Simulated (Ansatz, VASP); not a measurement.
## Two plane-wave programs on LiNbO3

INCAR

```
SYSTEM = LiNbO3
  PREC = Accurate
  ENCUT = 520
  EDIFF = 1E-7
  ISMEAR = 0
  SIGMA = 0.05
  LREAL = .False.
  LASPH = .True.
  NELM = 80
  ALGO = Normal
  ISIF = 2
  LWAVE = .False.
  LCHARG = .False.
  GGA = PE
  NBANDS = 45
```

The input KPOINTS:

```
regular mesh
0
Gamma
  6 6 6
  0 0 0
```

File POSCAR:

```
LiNbO3
1.0
    2.5933026933      1.4972440081      4.3787051541
   -2.5933026933      1.4972440081      4.3787051541
    0.0000000000     -2.9944880161      4.3787051542
Li Nb O
2 2 6
Direct
    0.2815913687      0.2815913687      0.2815913687
    0.7815913687      0.7815913687      0.7815913687
    0.0004900497      0.0004900497      0.0004900497
    0.5004900497      0.5004900497      0.5004900497
    0.1104619503      0.3580262714      0.7211003599
    0.7211003599      0.1104619503      0.3580262714
    0.3580262714      0.7211003599      0.1104619503
    0.2211003599      0.8580262714      0.6104619503
    0.8580262714      0.6104619503      0.2211003599
    0.6104619503      0.2211003599      0.8580262714
```

Input for Ansatz:

```yaml
crystal:
  lattice:
    - [2.5933026933, 1.4972440081, 4.3787051541]
    - [-2.5933026933, 1.4972440081, 4.3787051541]
    - [0.0, -2.9944880161, 4.3787051542]
  atoms:
    - { symbol: Li, position: [0.2815913687, 0.2815913687, 0.2815913687] }
    - { symbol: Li, position: [0.7815913687, 0.7815913687, 0.7815913687] }
    - { symbol: Nb, position: [0.0004900497, 0.0004900497, 0.0004900497] }
    - { symbol: Nb, position: [0.5004900497, 0.5004900497, 0.5004900497] }
    - { symbol: O, position: [0.1104619503, 0.3580262714, 0.7211003599] }
    - { symbol: O, position: [0.7211003599, 0.1104619503, 0.3580262714] }
    - { symbol: O, position: [0.3580262714, 0.7211003599, 0.1104619503] }
    - { symbol: O, position: [0.2211003599, 0.8580262714, 0.6104619503] }
    - { symbol: O, position: [0.8580262714, 0.6104619503, 0.2211003599] }
    - { symbol: O, position: [0.6104619503, 0.2211003599, 0.8580262714] }
basis:
  ecutwfc: 520.0
kpoints:
  mp_grid: { grid: [6, 6, 6] }
hamiltonian:
  xc: pbe
  pseudopotentials: { kind: paw, azcp: { folder: soft_1 } }
scf:
  occupations: { method: gaussian, width: 0.05 }
output:
  forces: true
  stress: true
  eigenvalues: true
```

Alike in both runs: task single point; functional PBE; k mesh 6 × 6 × 6; occupations gaussian, width 0.05 eV; no spin polarisation.

|  | VASP | Ansatz |
| --- | --- | --- |
| version | VASP 6.6.1 | Ansatz 0.2.0 |
| potentials or method | VASP PAW PBE potentials, release 64 (Li_sv, Nb_sv, O), cutoff 520 eV | scalar-relativistic, plane waves, PAW |
| valence electrons in the cell | 68 | 68 |

Ansatz gave:

```
gap on the k mesh at the Fermi level (eV) : 3.78
least direct gap on the mesh (eV)         : 3.85
rms of the force components (eV/Å)        : 0.323
```

Problem. Estimate VASP's values.

Solution. gap on the k mesh at the Fermi level (eV): 3.77; least direct gap on the mesh (eV): 3.83; rms of the force components (eV/Å): 0.327.

Atom by atom the forces differ by 0.015 eV/Å (rms over components). The functional is the same, so the differences come from potentials, cutoffs and numerics.

Noted on VASP's run: the cutoff is under 1.25 times that of the potentials, so the pressure is a little rough.
